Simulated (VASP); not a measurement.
Wanted: the native input for a VASP 6.6.1 run.

```
Task                   : single point
Functional             : PBE
Dispersion             : D3(BJ)
Potentials or basis    : VASP PAW PBE potentials, release 64 (Zn, S)
Cutoff                 : 520 eV
k mesh                 : 8 × 8 × 8
Occupations            : gaussian, width 0.05 eV
Spin                   : no spin polarisation
Dipole correction      : no
Further INCAR settings : ALGO = Normal; EDIFF = 1e-07; NBANDS = 16
```

The structure of ZnS lies in POSCAR:

```
ZnS
1.0
    0.0000000000      2.7232288872      2.7232288872
    2.7232288872      0.0000000000      2.7232288872
    2.7232288872      2.7232288872      0.0000000000
Zn S
1 1
Direct
    0.0000000000      0.0000000000      0.0000000000
    0.7500000000      0.7500000000      0.7500000000
```

This cell differs from its parent crystal: volume scaled by 1.04.

One way to write it, as run:

INCAR

```
SYSTEM = ZnS
  ALGO = Normal
  EDIFF = 1E-7
  ENCUT = 520
  GGA = PE
  ISIF = 2
  ISMEAR = 0
  IVDW = 12
  LASPH = .True.
  LCHARG = .True.
  LELF = .True.
  LREAL = .False.
  LVHAR = .True.
  LWAVE = .False.
  NBANDS = 16
  NELM = 80
  PREC = Accurate
  SIGMA = 0.05
```

KPOINTS

```
k-points
0
Gamma
  8 8 8
  0 0 0
```

Potentials or basis: VASP PAW PBE potentials, release 64 (Zn, S).

Run with:

```sh
$ cat potpaw_PBE.64/Zn/POTCAR potpaw_PBE.64/S/POTCAR > POTCAR
$ mpirun -np 1 vasp_std > vasp.out
```

It gave:

```
Pressure                   : -2.6 GPa
Band gap on the k mesh     : 2.01 eV, direct
Dispersion energy per atom : -0.300 eV
```

It took 23 s on 1 thread of Intel(R) Xeon(R) Platinum 8488C (Sapphire Rapids) (shared host), peak memory 0.18 GiB.
